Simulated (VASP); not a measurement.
# CaSe (F-43m) in VASP: elastic constants with LDA

Aim: the elastic constants of CaSe with LDA.

Everything below comes from runs of VASP 6.6.1. Logs are shortened: lines on timing, memory, paths and dates and some standing lists are left out, and cuts for length are marked.

## (1) The cell of the first run

The structure is cubic, space group F-43m (No. 216). The conventional cell has a = 6.600 Å, b = 6.600 Å, c = 6.600 Å, α = 90.00°, β = 90.00°, γ = 90.00°. Ca (site symmetry -43m) has 4 Se at 2.86 Å within 3.8 Å. Within 3.8 Å of Se (site symmetry -43m) lie 4 Ca at 2.86 Å.

## (2) Elastic constants, LDA

Contents of INCAR:

```
PREC = Accurate
ENCUT = 500
EDIFF = 1E-8
ISMEAR = 0
SIGMA = 0.01
LREAL = F
LASPH = T
NELM = 120
ALGO = Normal
ISIF = 3
LWAVE = F
LCHARG = F
IBRION = 6
NFREE = 2
POTIM = 0.015
NSW = 1
GGA_COMPAT = F
```

Contents of KPOINTS:

```
regular mesh
0
Gamma
  6 6 6
```

Contents of POSCAR:

```
CaSe
1.0
    0.0000000000      3.3000000000      3.3000000000
    3.3000000000      0.0000000000      3.3000000000
    3.3000000000      3.3000000000      0.0000000000
Ca Se
1 1
Direct
    0.0000000000      0.0000000000      0.0000000000
    0.2500000000      0.2500000000      0.2500000000
```

Potentials or basis: VASP PAW LDA potentials, release 64 (Ca_sv, Se).

Launch:

```
cat potpaw_LDA.64/Ca_sv/POTCAR potpaw_LDA.64/Se/POTCAR > POTCAR
mpirun -np 1 vasp_std > vasp.out
```

OUTCAR:

```text
PREC = Accurate
   ENCUT = 500
   EDIFF = 1E-8
   ISMEAR = 0
   LREAL = F
   LASPH = T
   NELM = 120
   ISIF = 3
   IBRION = 6
   NFREE = 2
   POTIM = 0.015
   NSW = 1

 ion  position               nearest neighbor table
   1  0.000  0.000  0.000-   2 2.86   2 2.86   2 2.86   2 2.86
   2  0.250  0.250  0.250-   1 2.86   1 2.86   1 2.86   1 2.86

  LATTYP: Found a face centered cubic cell.
 ALAT       =     6.6000000000

  Lattice vectors:

 A1 = (   0.0000000000,   3.3000000000,   3.3000000000)
 A2 = (   3.3000000000,   0.0000000000,   3.3000000000)
 A3 = (   3.3000000000,   3.3000000000,   0.0000000000)

Analysis of symmetry for initial positions (statically):
=====================================================================
 Subroutine PRICEL returns:
 Original cell was already a primitive cell.

 Routine SETGRP: Setting up the symmetry group for a
 face centered cubic supercell.

 Subroutine GETGRP returns: Found 24 space group operations
 (whereof 24 operations were pure point group operations)
 out of a pool of 48 trial point group operations.

The static configuration has the point symmetry T_d .

Analysis of symmetry for dynamics (positions and initial velocities):
=====================================================================
 Subroutine PRICEL returns:
 Original cell was already a primitive cell.

 Routine SETGRP: Setting up the symmetry group for a
 face centered cubic supercell.

 Subroutine GETGRP returns: Found 24 space group operations
 (whereof 24 operations were pure point group operations)
 out of a pool of 48 trial point group operations.

The dynamic configuration has the point symmetry T_d .

 Subroutine INISYM returns: Found 24 space group operations
 (whereof 24 operations are pure point group operations),
 and found     1 'primitive' translations

----------------------------------------------------------------------------------------

[... 687 lines left out ...]
      9       3.8397      0.00000
     10       4.4647      0.00000
     11       4.8391      0.00000
     12       5.6879      0.00000

 [... further k-points ...]

------------------------ aborting loop because EDIFF is reached ----------------------------------------

  FORCE on cell =-STRESS in cart. coord.  units (eV):
  Direction    XX          YY          ZZ          XY          YZ          ZX
  --------------------------------------------------------------------------------------
  -------------------------------------------------------------------------------------
  Total       -1.1481392     -1.1466316     -1.1466316      0.0000000      0.0650874      0.0000000
  in kB      -25.5937137    -25.5601076    -25.5601076      0.0000000      1.4508935      0.0000000
  external PRESSURE =     -25.5713096 kB  Pullay stress =       0.0000000 kB
[... 17 lines left out ...]
  FREE ENERGIE OF THE ION-ELECTRON SYSTEM (eV)
  ---------------------------------------------------
  free  energy   TOTEN  =        -9.8135848722 eV

  energy  without entropy=       -9.8135848722  energy(sigma->0) =       -9.81358487

 INTERNAL STRAIN TENSORS FROM STRAINED CELLS
 ============================================

 INTERNAL STRAIN TENSOR FOR ION    1 for displacements in x,y,z  (eV/Angst):
          X           Y           Z          XY          YZ          ZX
  --------------------------------------------------------------------------------
  x     0.00000     0.00000     0.00000    -0.00000     4.33908     0.00000
  y    -0.00000     0.00000     0.00000     0.00000    -0.00000     4.33894
  z    -0.00000     0.00000     0.00000     4.33821    -0.00000     0.00000

 INTERNAL STRAIN TENSORS FROM DISPLACED ATOMS
 ============================================

 INTERNAL STRAIN TENSOR FOR ION    1 for displacements in x,y,z  (eV/Angst):
          X           Y           Z          XY          YZ          ZX
  --------------------------------------------------------------------------------
  x     0.00000     0.00000     0.00000     0.00000     4.34012     0.00000
  y     0.00000    -0.00000     0.00000     0.00000     0.00000     4.34012
  z     0.00000     0.00000     0.00000     4.34012     0.00000     0.00000

 INTERNAL STRAIN TENSOR FOR ION    2 for displacements in x,y,z  (eV/Angst):
          X           Y           Z          XY          YZ          ZX
  --------------------------------------------------------------------------------
  x     0.00000     0.00000     0.00000     0.00000    -4.33633     0.00000
  y     0.00000     0.00000     0.00000     0.00000     0.00000    -4.33633
  z     0.00000     0.00000     0.00000    -4.33633     0.00000     0.00000

 Eigenvectors and eigenvalues of the dynamical matrix
 ----------------------------------------------------

   1 f  =    5.662408 THz    35.577958 2PiTHz  188.877598 cm-1    23.417827 meV
             X         Y         Z           dx          dy          dz
      0.000000  0.000000  0.000000     0.814839   -0.000000   -0.000000
      1.650000  1.650000  1.650000    -0.579687    0.000000   -0.000000
[... 21 lines left out ...]
   6 f/i=    0.003867 THz     0.024295 2PiTHz    0.128977 cm-1     0.015991 meV
             X         Y         Z           dx          dy          dz
      0.000000  0.000000  0.000000    -0.416173    0.388224   -0.110087
      1.650000  1.650000  1.650000    -0.584995    0.545709   -0.154744

--------------------------------------------------------------------------------------------------------

 ELASTIC MODULI CONTR FROM IONIC RELAXATION (kBar)
 Direction    XX          YY          ZZ          XY          YZ          ZX
 --------------------------------------------------------------------------------
 XX          -0.0000     -0.0000     -0.0000      0.0000     -0.0000      0.0000
 YY          -0.0000     -0.0000     -0.0000      0.0000      0.0000      0.0000
 ZZ          -0.0000     -0.0000     -0.0000     -0.0000      0.0000      0.0000
 XY           0.0000      0.0000     -0.0000   -120.3482      0.0000      0.0000
 YZ          -0.0000      0.0000      0.0000      0.0000   -120.3482      0.0000
 ZX           0.0000      0.0000      0.0000      0.0000      0.0000   -120.3482
 --------------------------------------------------------------------------------

 TOTAL ELASTIC MODULI (kBar)
 Direction    XX          YY          ZZ          XY          YZ          ZX
 --------------------------------------------------------------------------------
 XX         351.4873    270.8637    270.8637      0.0000     -0.0000      0.0000
 YY         270.8637    351.4873    270.8637     -0.0000      0.0000      0.0000
 ZZ         270.8637    270.8637    351.4873     -0.0000     -0.0000     -0.0000
 XY           0.0000     -0.0000     -0.0000    114.6436     -0.0000      0.0000
 YZ          -0.0000      0.0000     -0.0000     -0.0000    114.6436     -0.0000
 ZX           0.0000      0.0000     -0.0000      0.0000     -0.0000    114.6436
 --------------------------------------------------------------------------------
```

stdout:

```text
POSCAR found type information on POSCAR CaSe
 POSCAR found :  2 types and       2 ions
 scaLAPACK will be used
 LDA part: xc-table for (Slater(with rela. corr.)+CA(PZ))
 , standard interpolation
 POSCAR, INCAR and KPOINTS ok, starting setup
 FFT: planning ... GRIDC
 FFT: planning ... GRID_SOFT
 FFT: planning ... GRID
 WAVECAR not read
 entering main loop
 Found     2 degrees of freedom:
 Adding 6 more for cell shape distortion
 Finite differences POTIM= 0.01500 DOF=   8
 bond charge predicted
 Finite differences progress:
 bond charge predicted
 Finite differences progress:
 bond charge predicted
 Finite differences progress:
 bond charge predicted
 Finite differences progress:
 bond charge predicted
 Finite differences progress:
 bond charge predicted
 Finite differences progress:
 bond charge predicted
 Finite differences progress:
 bond charge predicted
 Finite differences progress:
 bond charge predicted
 Finite differences progress:
 bond charge predicted
 Finite differences progress:
 bond charge predicted
 Finite differences progress:
 bond charge predicted
 Finite differences progress:
 bond charge predicted
 Finite differences progress:
 bond charge predicted
 Finite differences progress:
 bond charge predicted
 Finite differences progress:
 bond charge predicted
 Finite differences progress:
```

Run time: 10 min. Hardware: 1 thread of Intel Xeon Platinum 8375C at 2.90GHz (Ice Lake), shared host; peak memory 0.25 GiB.

What came out:

```
Elastic constants C11, C12, C44                         : 35, 27, 11 GPa
Voigt bulk modulus                                      : 30 GPa
Highest phonon frequency at Γ, LO-TO splitting left out : 189 cm⁻¹
```

Phonon frequencies in cm⁻¹ (negative: imaginary):
| q point | frequencies |
| --- | --- |
| (0.000, 0.000, 0.000) | 0 0 0 189 189 189 |

Elastic tensor in Voigt notation (GPa, in the Cartesian axes of the cell as first typed):
```
35 27 27  0  0  0
27 35 27  0  0  0
27 27 35  0  0  0
 0  0  0 11  0  0
 0  0  0  0 11  0
 0  0  0  0  0 11
```

Clamped-ion elastic tensor (GPa):
```
35 27 27  0  0  0
27 35 27  0  0  0
27 27 35  0  0  0
 0  0  0 23  0  0
 0  0  0  0 23  0
 0  0  0  0  0 23
```

Caveat: the cell is under stress, which shifts elastic constants.
